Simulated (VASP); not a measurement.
# Al (a cell with a defect) in VASP: single point with PBE

Aim: the single point of Al (a cell with a defect) with PBE.

All numbers are computed with VASP 6.6.1; they aren't measurements. Logs are shortened: lines on timing, memory, paths and dates and some standing lists are left out, and cuts for length are marked.

**1. The cell of the first run**

The cell holds a defect, 26 atoms: a = 8.573 Å, b = 8.573 Å, c = 8.573 Å, α = 60.00°, β = 60.00°, γ = 60.00°.

**2. Single point, PBE**

The input, INCAR:

```
SYSTEM = Al
PREC = Accurate ; ENCUT = 520
EDIFF = 1E-6 ; ISMEAR = 0
SIGMA = 0.1 ; LREAL = Auto
LASPH = .TRUE. ; NELM = 60
ALGO = Normal ; ISIF = 2
LWAVE = .FALSE. ; LCHARG = .FALSE.
GGA = PE ; NBANDS = 58
```

The input, KPOINTS:

```
regular mesh
0
G
  3 3 3
  0 0 0
```

The input, POSCAR:

```
Al
1.0
    0.0000000000      6.0621852160     -6.0621852160
    6.0621852160      6.0621852160      0.0000000000
    6.0621852160      0.0000000000     -6.0621852160
Al
26
Direct
    0.6666666979      0.1666666332      0.6666666979
    0.6666666979      0.6666666979      0.6666666979
    0.3437852731      1.0007526632      0.6676726058
    0.3133535074      0.3471733253      0.6589665043
    0.3437851906      0.6544561670      0.6676726883
    0.0199797591     -0.0138400588      0.6743668915
   -0.0104519241      0.3325806501      0.6656607075
   -0.0104519241      0.6788772288      0.6656607075
    0.6676726058      1.0007526632      0.3437852731
    0.6589665043      0.3471733253      0.3133535074
    0.6676726058      0.6544560845      0.3437852731
    0.3303124911      0.0030207754      0.3303124911
    0.3274980769      0.3377181539      0.3274980769
    0.3274980769      0.6739523545      0.3274980769
   -0.0095855699      0.0044946664      0.3429188363
   -0.0095856524      0.3288386826      0.3429189188
   -0.0042181159      0.6666666979      0.3375513824
    0.6743668915     -0.0138400588      0.0199797591
    0.6656607075      0.3325806501     -0.0104519241
    0.6656607075      0.6788772288     -0.0104519241
    0.3429189188      0.0044947488     -0.0095856524
    0.3429189188      0.3288386826     -0.0095856524
    0.3375513824      0.6666666979     -0.0042181159
    0.0058352721     -0.0043848050      0.0058352721
    0.0030208579      0.3303124086      0.0030208579
    0.0058352721      0.6593809588      0.0058352721
```

Potentials or basis: VASP PAW PBE potentials, release 64 (Al).

Started as:

```
cat potpaw_PBE.64/Al/POTCAR > POTCAR
mpirun -np 1 vasp_std > vasp.out
```

OUTCAR:

```text
SYSTEM = Al
   PREC = Accurate
   ENCUT = 520
   EDIFF = 1E-6
   ISMEAR = 0
   LREAL = Auto
   LASPH = .TRUE.
   NELM = 60
   ISIF = 2
   GGA = PE

 ion  position               nearest neighbor table
   1  0.667  0.167  0.667-   6 2.64  18 2.64  10 2.64   4 2.64  21 3.10  16 3.10  22 3.10  15 3.10

   2  0.667  0.667  0.667-   8 2.82  20 2.82   9 2.82   3 2.82  19 2.82   7 2.82   5 2.82  11 2.82
                            17 2.82  23 2.82
   3  0.344  0.001  0.668-   9 2.78  21 2.78   6 2.81   4 2.81   2 2.82  23 2.84  24 2.90  13 2.91
                            12 2.94   7 2.95   5 2.97
   4  0.313  0.347  0.659-   1 2.64   7 2.81   8 2.81  25 2.81   3 2.81   5 2.81  14 2.82  13 2.82
                            21 2.90  22 2.90  10 2.96
   5  0.344  0.654  0.668-  11 2.78  22 2.78   6 2.81   4 2.81   2 2.82  23 2.84  26 2.90  14 2.91
                            12 2.94   8 2.95   3 2.97
   6  0.020  0.986  0.674-   1 2.64   5 2.81   3 2.81  12 2.81   8 2.81   7 2.81  26 2.82  24 2.82
                            15 2.90  16 2.90  18 2.96
   7  0.990  0.333  0.666-  19 2.78  16 2.78   4 2.81   6 2.81   2 2.82  17 2.84  13 2.90  24 2.91
                            25 2.94   3 2.95   8 2.97
   8  0.990  0.679  0.666-  20 2.78  15 2.78   4 2.81   6 2.81   2 2.82  17 2.84  14 2.90  26 2.91
                            25 2.94   5 2.95   7 2.97
   9  0.668  0.001  0.344-   3 2.78  15 2.78  18 2.81  10 2.81   2 2.82  17 2.84  24 2.90  13 2.91
                            12 2.94  19 2.95  11 2.97
  10  0.659  0.347  0.313-   1 2.64  19 2.81  20 2.81  25 2.81  11 2.81   9 2.81  14 2.82  13 2.82
                            16 2.90  15 2.90   4 2.96
  11  0.668  0.654  0.344-   5 2.78  16 2.78  18 2.81  10 2.81   2 2.82  17 2.84  26 2.90  14 2.91
                            12 2.94  20 2.95   9 2.97
[... 13 lines left out ...]
                            21 2.90  22 2.90   6 2.96
  19  0.666  0.333  0.990-   7 2.78  22 2.78  10 2.81  18 2.81   2 2.82  23 2.84  13 2.90  24 2.91
                            25 2.94   9 2.95  20 2.97
  20  0.666  0.679  0.990-   8 2.78  21 2.78  10 2.81  18 2.81   2 2.82  23 2.84  14 2.90  26 2.91
                            25 2.94  11 2.95  19 2.97
  21  0.343  0.004  0.990-   3 2.78  20 2.78  22 2.78  25 2.86  12 2.86  24 2.86  14 2.86  23 2.90
                             4 2.90  18 2.90  15 3.02   1 3.10
  22  0.343  0.329  0.990-   5 2.78  19 2.78  21 2.78  25 2.86  12 2.86  26 2.86  13 2.86  23 2.90
                             4 2.90  18 2.90  16 3.02   1 3.10
  23  0.338  0.667  0.996-   2 2.82  26 2.83  24 2.83  14 2.83  13 2.83   5 2.84   3 2.84  19 2.84
                            20 2.84  22 2.90  21 2.90  17 2.93
  24  0.006  0.996  0.006-   6 2.82  18 2.82  17 2.83  23 2.83  25 2.85  15 2.86  21 2.86  26 2.88
                             9 2.90   3 2.90   7 2.91  19 2.91
  25  0.003  0.330  0.003-   4 2.81  10 2.81  24 2.85  26 2.85  15 2.86  21 2.86  16 2.86  22 2.86
                             7 2.94  19 2.94   8 2.94  20 2.94
  26  0.006  0.659  0.006-   6 2.82  18 2.82  17 2.83  23 2.83  25 2.85  16 2.86  22 2.86  24 2.88
                             5 2.90  11 2.90   8 2.91  20 2.91

  LATTYP: Found a face centered cubic cell.
 ALAT       =    12.1243704320

  Lattice vectors:

 A1 = (   0.0000000000,   6.0621852160,  -6.0621852160)
 A2 = (   6.0621852160,   6.0621852160,   0.0000000000)
 A3 = (   6.0621852160,   0.0000000000,  -6.0621852160)

Analysis of symmetry for initial positions (statically):
=====================================================================
 Subroutine PRICEL returns:
 Original cell was already a primitive cell.

 Routine SETGRP: Setting up the symmetry group for a
 face centered cubic supercell.

 Subroutine GETGRP returns: Found  8 space group operations
 (whereof  2 operations were pure point group operations)
 out of a pool of 48 trial point group operations.

The static configuration has the point symmetry C_1h.
 The point group associated with its full space group is D_2h.

Analysis of symmetry for dynamics (positions and initial velocities):
=====================================================================
 Subroutine PRICEL returns:
 Original cell was already a primitive cell.

 Routine SETGRP: Setting up the symmetry group for a
 face centered cubic supercell.

 Subroutine GETGRP returns: Found  8 space group operations
 (whereof  2 operations were pure point group operations)
 out of a pool of 48 trial point group operations.

The dynamic configuration has the point symmetry C_1h.
 The point group associated with its full space group is D_2h.

 Subroutine INISYM returns: Found  8 space group operations
 (whereof  2 operations are pure point group operations),
 and found     1 'primitive' translations

----------------------------------------------------------------------------------------

                                     Primitive cell

  volume of cell :     445.5717

  direct lattice vectors                    reciprocal lattice vectors
     0.000000000  6.062185216 -6.062185216    -0.082478509  0.082478509 -0.082478509
     6.062185216  6.062185216  0.000000000     0.082478509  0.082478509  0.082478509
     6.062185216  0.000000000 -6.062185216     0.082478509 -0.082478509 -0.082478509

  length of vectors
     8.573224550  8.573224550  8.573224550     0.142856969  0.142856969  0.142856969

  position of ions in fractional coordinates (direct lattice)
     0.666666698  0.166666633  0.666666698
     0.666666698  0.666666698  0.666666698
     0.343785273  0.000752663  0.667672606
     0.313353507  0.347173325  0.658966504
     0.343785191  0.654456167  0.667672688
     0.019979759  0.986159941  0.674366892
[... 18 lines left out ...]
     0.003020858  0.330312409  0.003020858
     0.005835272  0.659380959  0.005835272

  ion indices of the primitive-cell ions
   primitive index   ion index
                 1           1
                 2           2
                 3           3
                 4           4
                 5           5
                 6           6
[... 18 lines left out ...]
                25          25
                26          26

----------------------------------------------------------------------------------------

 KPOINTS: regular mesh

Automatic generation of k-mesh.
 Grid dimensions read from file:
 generate k-points for:    3    3    3

 Generating k-lattice:

  Cartesian coordinates                     Fractional coordinates (reciprocal lattice)
    -0.027492836  0.027492836 -0.027492836     0.333333333  0.000000000  0.000000000
     0.027492836  0.027492836  0.027492836     0.000000000  0.333333333  0.000000000
     0.027492836 -0.027492836 -0.027492836     0.000000000  0.000000000  0.333333333

  Length of vectors
     0.047618990  0.047618990  0.047618990

  Shift w.r.t. Gamma in fractional coordinates (k-lattice)
     0.000000000  0.000000000  0.000000000

 Subroutine IBZKPT returns following result:
 ===========================================

 Found      8 irreducible k-points:

 Following reciprocal coordinates:
            Coordinates               Weight
  0.000000  0.000000  0.000000      1.000000
  0.333333  0.000000  0.000000      4.000000
  0.000000  0.333333  0.000000      4.000000
  0.333333  0.333333  0.000000      4.000000
  0.333333  0.000000  0.333333      2.000000
 -0.333333  0.333333  0.000000      8.000000
  0.333333  0.000000 -0.333333      2.000000
 -0.333333  0.333333 -0.333333      2.000000
   k-points           NKPTS =      8   k-points in BZ     NKDIM =      8   number of bands    NBANDS=     58
   number of dos      NEDOS =    301   number of ions     NIONS =     26
   total plane-waves  NPLWV = 262144
   dimension x,y,z NGX =    64 NGY =   64 NGZ =   64
   dimension x,y,z NGXF=   128 NGYF=  128 NGZF=  128
   ions per type =              26
   NGX,Y,Z   is equivalent  to a cutoff of  12.41, 12.41, 12.41 a.u.
   NGXF,Y,Z  is equivalent  to a cutoff of  24.82, 24.82, 24.82 a.u.
 SYSTEM =  Al
   PREC   = accura    normal or accurate (medium, high low for compatibility)
   ISTART =      0    job   : 0-new  1-cont  2-samecut
   ICHARG =      2    charge: 1-file 2-atom 10-const
   ISPIN  =      1    spin polarized calculation?
   LNONCOLLINEAR =      F non collinear calculations
   LSORBIT =      F    spin-orbit coupling
   LASPH  =      T    aspherical Exc in radial PAW
   ENCUT  =  520.0 eV  38.22 Ry    6.18 a.u.  15.94 15.94 15.94*2*pi/ulx,y,z
   NELM   =     60;   NELMIN=  2; NELMDL= -5     # of ELM steps
   EDIFF  = 0.1E-05   stopping-criterion for ELM
   LREAL  =      T    real-space projection
   EDIFFG = 0.1E-04   stopping-criterion for IOM
   NSW    =      0    number of steps for IOM
   IBRION =     -1    ionic relax: 0-MD 1-quasi-New 2-CG
   NFREE  =      0    steps in history (QN), initial steepest desc. (CG)
   ISIF   =      2    stress and relaxation
   ISYM   =      2    0-nonsym 1-usesym 2-fastsym
   POTIM  = 0.5000    time-step for ionic-motion
   TEBEG  =    0.0;   TEEND  =   0.0 temperature during run
   PSTRESS=    0.0 pullay stress
   NELECT =      78.0000    total number of electrons
   NUPDOWN=      -1.0000    fix difference up-down
   EMIN   =  10.00;   EMAX   =-10.00  energy-range for DOS
   EFERMI =   0.00;   METHOD = LEGACY
   ISMEAR =     0;   SIGMA  =   0.10  broadening in eV -4-tet -1-fermi 0-gaus
   EFERMI_NEDOS =   21; number of points for ismear=-14 and -15
   IALGO  =     38    algorithm
   IMIX   =      4    mixing-type and parameters
     AMIX     =   0.40;   BMIX     =  1.00
     AMIX_MAG =   1.60;   BMIX_MAG =  1.00
  volume/ion in A,a.u.               =      17.14       115.65
  Fermi-wavevector in a.u.,A,eV,Ry     =   0.915800  1.730611 11.411058  0.838689
  Thomas-Fermi vector in A             =   2.040582
   LORBIT       =      0    0 simple, 1 ext, 2 COOP (PROOUT), +10 PAW based schemes
   GGA     = PE    functional components
   LHFCALC =     F    Hartree Fock is set to
   AEXX    =    0.0000 exact exchange contribution
   IVDW    =     0    specifies the selected vdW correction
   LEPSILON=     F    determine dielectric tensor
   LRPA    =     F    only Hartree local field effects (RPA)
 non-spin polarized calculation
 Gauss-broadening in eV      SIGMA  =   0.10
  energy-cutoff  :      520.00
  volume of cell :      445.57
 maximum number of plane-waves:     12039
   NGX = 31   NGY = 31   NGZ = 31

 number of electron      78.0000000 magnetization

 Free energy of the ion-electron system (eV)
  ---------------------------------------------------
  ext. energy  EPLUGINS =         0.00000000
  ---------------------------------------------------
  free energy    TOTEN  =       -95.53867602 eV

  energy without entropy =      -95.46484703  energy(sigma->0) =      -95.50176153

 E-fermi :   7.5922     XC(G=0): -10.0343

 val. band max:        7.5723669369   @ k =   0.3333   0.0000   0.0000
 cond. band min:       7.6007769770   @ k =   0.3333   0.0000   0.0000
 fundamental gap:      0.0284100401
 Fermi energy:         7.5921845948

 k-point     1 :       0.0000    0.0000    0.0000
  band No.  band energies     occupation
      1      -3.3517      2.00000
      2      -0.5330      2.00000
      3      -0.5276      2.00000
      4      -0.5107      2.00000
      5      -0.4365      2.00000
      6      -0.4107      2.00000
[... 421 lines left out ...]
     50       9.4926      0.00000
     51       9.6568      0.00000
 [bands above 51 left out]

------------------------ aborting loop because EDIFF is reached ----------------------------------------

  FORCE on cell =-STRESS in cart. coord.  units (eV):
  Direction    XX          YY          ZZ          XY          YZ          ZX
  --------------------------------------------------------------------------------------
  -------------------------------------------------------------------------------------
  Total       -1.8342945     -1.8342945      1.8475329     -0.0369867      0.0000000     -0.0000000
  in kB       -6.5957177     -6.5957177      6.6433197     -0.1329960      0.0000000     -0.0000000
  external PRESSURE =      -2.1827052 kB  Pullay stress =       0.0000000 kB

 VOLUME and BASIS-vectors are now :
 -----------------------------------------------------------------------------
  energy-cutoff  :      520.00
  volume of cell :      445.57
      direct lattice vectors                 reciprocal lattice vectors
     0.000000000  6.062185216 -6.062185216    -0.082478509  0.082478509 -0.082478509
     6.062185216  6.062185216  0.000000000     0.082478509  0.082478509  0.082478509
     6.062185216  0.000000000 -6.062185216     0.082478509 -0.082478509 -0.082478509

 POSITION                                       TOTAL-FORCE (eV/Angst)
 -----------------------------------------------------------------------------------
      5.05182      5.05182     -8.08291        -0.000000      0.000000     -0.000000
      8.08291      8.08291     -8.08291        -0.000000      0.000000     -0.000000
      4.05212      2.08865     -6.13165         0.003575      0.002089     -0.005385
      6.09941      4.00424     -5.89438        -0.000539      0.000539     -0.002310
      8.01499      6.05152     -6.13165        -0.002089     -0.003575     -0.005385
     10.06642      6.09941     -4.20926         0.000539     -0.000539      0.002310
[... 18 lines left out ...]
      2.02073      2.02073     -0.03663        -0.000000      0.000000     -0.003854
      4.03266      4.03266     -0.07075         0.001221      0.001221     -0.002806
 -----------------------------------------------------------------------------------
    total drift:                               -0.000104     -0.000116      0.000094

  FREE ENERGIE OF THE ION-ELECTRON SYSTEM (eV)
  ---------------------------------------------------
  free  energy   TOTEN  =       -95.5386760239 eV

  energy  without entropy=      -95.4648470330  energy(sigma->0) =      -95.50176153
```

It took 9 min on 1 thread of AMD EPYC 7R43 (Zen 3), shared host; peak memory 0.52 GiB.

What came out:

```
Free energy            : -95.5387 eV
Pressure               : -0.2 GPa
Largest force          : 0.007 eV/Å
Band gap on the k mesh : zero (band 39 reaches 7.94 eV, above the bottom of band 40 at 7.30 eV)
```

Forces in eV/Å, atoms in the order of the input:
```
Al   0.000  0.000  0.000
Al   0.000  0.000  0.000
Al   0.004  0.002 -0.005
Al  -0.001  0.001 -0.002
Al  -0.002 -0.004 -0.005
Al   0.001 -0.001  0.002
Al  -0.004 -0.002  0.005
Al   0.002  0.004  0.005
Al   0.002  0.004 -0.005
Al   0.001 -0.001 -0.002
Al  -0.004 -0.002 -0.005
Al   0.000  0.000  0.004
Al   0.001  0.001  0.003
Al  -0.001 -0.001  0.003
Al  -0.002 -0.001  0.000
Al   0.001  0.002  0.000
Al  -0.002  0.002  0.000
Al  -0.001  0.001  0.002
Al  -0.002 -0.004  0.005
Al   0.004  0.002  0.005
Al  -0.001 -0.002  0.000
Al   0.002  0.001  0.000
Al   0.002 -0.002  0.000
Al  -0.001 -0.001 -0.003
Al   0.000  0.000 -0.004
Al   0.001  0.001 -0.003
```
